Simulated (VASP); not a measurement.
# AlN (R-3m) in VASP: single point with HSE06

Aim: the single point of AlN with HSE06.

Program: VASP 6.6.1. These are calculated values, not measurements. Logs are shortened: lines on timing, memory, paths and dates and some standing lists are left out, and cuts for length are marked.

### Step 1. The cell of the first run

Symmetry: R-3m, No. 166, trigonal system. Conventional cell: a = 2.912 Å, b = 2.912 Å, c = 6.975 Å, α = 90.00°, β = 90.00°, γ = 120.00°. Al (site symmetry -3m) has 6 N at 2.04 Å within 2.7 Å. Within 2.7 Å of N (site symmetry -3m) lie 6 Al at 2.04 Å.

### Step 2. Single point, HSE06 (epitaxial 111 strain +2.0%)

File POSCAR:

```
AlN
1.0
   -0.0305421262      2.0287036950      2.0287036950
    2.0287036950     -0.0305421262      2.0287036950
    2.0287036950      2.0287036950     -0.0305421262
Al N
1 1
Direct
    0.0000000000      0.0000000000      0.0000000000
    0.5000000000      0.5000000000      0.5000000000
```

File INCAR.step1:

```
PREC = Accurate
ENCUT = 520
EDIFF = 1E-5
ISMEAR = 0
SIGMA = 0.01
LREAL = False
LASPH = True
NELM = 60
ALGO = Normal
ISIF = 2
LWAVE = True
GGA = PE
NBANDS = 11
```

File INCAR.step2:

```
PREC = Accurate
ENCUT = 520
EDIFF = 1E-6
ISMEAR = 0
SIGMA = 0.01
LREAL = False
LASPH = True
NELM = 60
ALGO = Normal
ISIF = 2
LWAVE = False
LCHARG = True
GGA = PE
LHFCALC = True
HFSCREEN = 0.2079
PRECFOCK = Normal
LELF = True
LVHAR = True
ISTART = 1
NBANDS = 11
```

File KPOINTS:

```
Automatic mesh
0
Gamma
  8 8 8
```

Potentials or basis: VASP PAW PBE potentials, release 64 (Al, N).

Launch:

```bash
$ cat potpaw_PBE.64/Al/POTCAR potpaw_PBE.64/N/POTCAR > POTCAR
$ cp INCAR.step1 INCAR
$ mpirun -np 1 vasp_std > vasp.out
$ cp INCAR.step2 INCAR
$ mpirun -np 1 vasp_std > vasp.out
```

OUTCAR:

```text
PREC = Accurate
   ENCUT = 520
   EDIFF = 1E-6
   ISMEAR = 0
   LREAL = False
   LASPH = True
   NELM = 60
   ISIF = 2
   GGA = PE
   LHFCALC = True
   HFSCREEN = 0.2079
   PRECFOCK = Normal
   ISTART = 1

 ion  position               nearest neighbor table
   1  0.000  0.000  0.000-   2 2.04   2 2.04   2 2.04   2 2.04   2 2.04   2 2.04
   2  0.500  0.500  0.500-   1 2.04   1 2.04   1 2.04   1 2.04   1 2.04   1 2.04

  LATTYP: Found a trigonal (rhomboedric) cell.
 ALAT       =     2.8691828428
 COS(alpha) =     0.4848900530

  Lattice vectors:

 A1 = (  -0.0305421262,   2.0287036950,   2.0287036950)
 A2 = (   2.0287036950,  -0.0305421262,   2.0287036950)
 A3 = (   2.0287036950,   2.0287036950,  -0.0305421262)

Analysis of symmetry for initial positions (statically):
=====================================================================
 Subroutine PRICEL returns:
 Original cell was already a primitive cell.

 Routine SETGRP: Setting up the symmetry group for a
 trigonal (rhombohedral) supercell.

 Subroutine GETGRP returns: Found 12 space group operations
 (whereof 12 operations were pure point group operations)
 out of a pool of 12 trial point group operations.

The static configuration has the point symmetry D_3d.

Analysis of symmetry for dynamics (positions and initial velocities):
=====================================================================
 Subroutine PRICEL returns:
 Original cell was already a primitive cell.

 Routine SETGRP: Setting up the symmetry group for a
 trigonal (rhombohedral) supercell.

 Subroutine GETGRP returns: Found 12 space group operations
 (whereof 12 operations were pure point group operations)
 out of a pool of 12 trial point group operations.

The dynamic configuration has the point symmetry D_3d.

 Subroutine INISYM returns: Found 12 space group operations
 (whereof 12 operations are pure point group operations),
 and found     1 'primitive' translations

----------------------------------------------------------------------------------------

                                     Primitive cell

  volume of cell :      17.0759

  direct lattice vectors                    reciprocal lattice vectors
    -0.030542126  2.028703695  2.028703695    -0.240965746  0.244648934  0.244648934
     2.028703695 -0.030542126  2.028703695     0.244648934 -0.240965746  0.244648934
     2.028703695  2.028703695 -0.030542126     0.244648934  0.244648934 -0.240965746

  length of vectors
[... 95 lines left out ...]
   EMIN   =  10.00;   EMAX   =-10.00  energy-range for DOS
   EFERMI =   0.00;   METHOD = LEGACY
   ISMEAR =     0;   SIGMA  =   0.01  broadening in eV -4-tet -1-fermi 0-gaus
   EFERMI_NEDOS =   21; number of points for ismear=-14 and -15
   IALGO  =     38    algorithm
   IMIX   =      1    mixing-type and parameters
     AMIX     =   0.40;   BMIX     =  1.00
     AMIX_MAG =   1.60;   BMIX_MAG =  1.00
  volume/ion in A,a.u.               =       8.54        57.62
  Fermi-wavevector in a.u.,A,eV,Ry     =   1.271482  2.402753 21.996094  1.616667
  Thomas-Fermi vector in A             =   2.404413
   LORBIT       =      0    0 simple, 1 ext, 2 COOP (PROOUT), +10 PAW based schemes
   GGA     = PE    functional components
   LHFCALC =     T    Hartree Fock is set to
   PRECFOCK=normal    Normal, Fast or Accurate (Low or Medium for compatibility)
   ENCUT4O =  -1.0   cutoff for four orbital integrals eV
   NKREDX  =     1    reduce k-point grid by
   NKREDY  =     1    reduce k-point grid by
   NKREDZ  =     1    reduce k-point grid by
   AEXX    =    0.2500 exact exchange contribution
   HFSCREEN=    0.2079 screening length (either q_TF or 0.3 A-1)
   HFSCREENC=   0.2079 screening length for correlation (either q_TF or 0.3 A-1)
   ENCUTFOCK=  -1.0 apply spherical cutoff to Coloumb kernel
   IVDW    =     0    specifies the selected vdW correction
   LEPSILON=     F    determine dielectric tensor
   LRPA    =     F    only Hartree local field effects (RPA)
 non-spin polarized calculation
 Gauss-broadening in eV      SIGMA  =   0.01
  energy-cutoff  :      520.00
  volume of cell :       17.08
 maximum number of plane-waves:       483
 NGX is ok and might be reduce to    24
  NGX = 18; NGY = 18; NGZ = 18

 number of electron       8.0000000 magnetization

 Free energy of the ion-electron system (eV)
  ---------------------------------------------------
  ext. energy  EPLUGINS =         0.00000000
  ---------------------------------------------------
  free energy    TOTEN  =       -17.09884246 eV

  energy without entropy =      -17.09884246  energy(sigma->0) =      -17.09884246

 E-fermi :   9.0223     XC(G=0):  -9.9391

 val. band max:        8.8969354728   @ k =   0.0000   0.0000   0.0000
 cond. band min:      14.2687258181   @ k =   0.5000   0.5000  -0.0000
 fundamental gap:      5.3717903453
 Fermi energy:         9.0222635552

 k-point     1 :       0.0000    0.0000    0.0000
  band No.  band energies     occupation
      1     -10.2161      2.00000
      2       8.6018      2.00000
      3       8.6018      2.00000
      4       8.8969      2.00000
      5      15.3617      0.00000
      6      22.1398      0.00000
      7      22.1398      0.00000
      8      22.8782      0.00000
      9      27.4188      0.00000
     10      28.1472      0.00000
     11      28.1472      0.00000
[... 309 lines left out ...]
 k-point    24 :       0.3750    0.1250    0.1250
  band No.  band energies     occupation
      1      -8.2644      2.00000
      2       3.0650      2.00000
      3       6.7021      2.00000
      4       8.0067      2.00000
      5      17.7369      0.00000
      6      20.7810      0.00000
      7      21.3353      0.00000
      8      22.2096      0.00000
      9      25.3912      0.00000
     10      29.2459      0.00000
     11      29.6423      0.00000

 [... further k-points ...]
[... 5 lines left out ...]
  --------------------------------------------------------------------------------------
  -------------------------------------------------------------------------------------
  Total       -1.1556980     -1.1556980     -1.1556980      0.4926499      0.4926499      0.4926499
  in kB     -108.4354953   -108.4354953   -108.4354953     46.2237849     46.2237849     46.2237849
  external PRESSURE =    -108.4354953 kB  Pullay stress =       0.0000000 kB

 VOLUME and BASIS-vectors are now :
 -----------------------------------------------------------------------------
  energy-cutoff  :      520.00
  volume of cell :       17.08
      direct lattice vectors                 reciprocal lattice vectors
    -0.030542126  2.028703695  2.028703695    -0.240965746  0.244648934  0.244648934
     2.028703695 -0.030542126  2.028703695     0.244648934 -0.240965746  0.244648934
     2.028703695  2.028703695 -0.030542126     0.244648934  0.244648934 -0.240965746

 POSITION                                       TOTAL-FORCE (eV/Angst)
 -----------------------------------------------------------------------------------
      0.00000      0.00000      0.00000         0.000000     -0.000000     -0.000000
      2.01343      2.01343      2.01343        -0.000000      0.000000      0.000000
 -----------------------------------------------------------------------------------
    total drift:                                0.000000      0.000000      0.000000

  FREE ENERGIE OF THE ION-ELECTRON SYSTEM (eV)
  ---------------------------------------------------
  free  energy   TOTEN  =       -17.0988424586 eV

  energy  without entropy=      -17.0988424586  energy(sigma->0) =      -17.09884246
```

OUTCAR.step1:

```text
PREC = Accurate
   ENCUT = 520
   EDIFF = 1E-5
   ISMEAR = 0
   LREAL = False
[... 560 lines left out ...]
      0.00000      0.00000      0.00000        -0.000000      0.000000     -0.000000
      2.01343      2.01343      2.01343         0.000000     -0.000000      0.000000
 -----------------------------------------------------------------------------------
    total drift:                               -0.000000     -0.000000      0.000000

  FREE ENERGIE OF THE ION-ELECTRON SYSTEM (eV)
  ---------------------------------------------------
  free  energy   TOTEN  =       -14.5325980026 eV

  energy  without entropy=      -14.5325980026  energy(sigma->0) =      -14.53259800
```

Wall time 1.7 h (1 thread of AMD EPYC 7R13, shared host); peak memory 0.23 GiB.

Results:

- Free energy: -17.0988 eV
- Pressure: -10.8 GPa
- Band gap on the k mesh: 5.37 eV (least direct gap 6.46 eV)

Levels at points of the mesh, in eV from the valence-band top:
```
           k point  band 1  band 2  band 3  band 4  band 5  band 6  band 7  band 8  band 9
(0.00, 0.00, 0.00)  -19.11   -0.30   -0.30    0.00    6.46   13.24   13.24   13.98   18.52
(0.50, 0.00, 0.00)  -15.82   -9.03   -1.33   -1.15    7.19   12.09   12.38   14.71   17.51
(0.50, 0.50, 0.00)  -14.77   -7.98   -3.32   -3.00    5.37    6.51   15.58   18.66   18.83
(0.50, 0.50, 0.50)  -15.66   -8.82   -1.45   -1.45    6.80   11.75   11.75   14.98   17.20
```

Caveat: the cell differs from its parent crystal (epitaxial 111 strain +2.0%); the cell stands under tension; the structure was generated, so it needn't be the stable form of AlN; the PAW data sets were made with another functional, which shifts forces and pressure a little. A k mesh can miss the band edges.
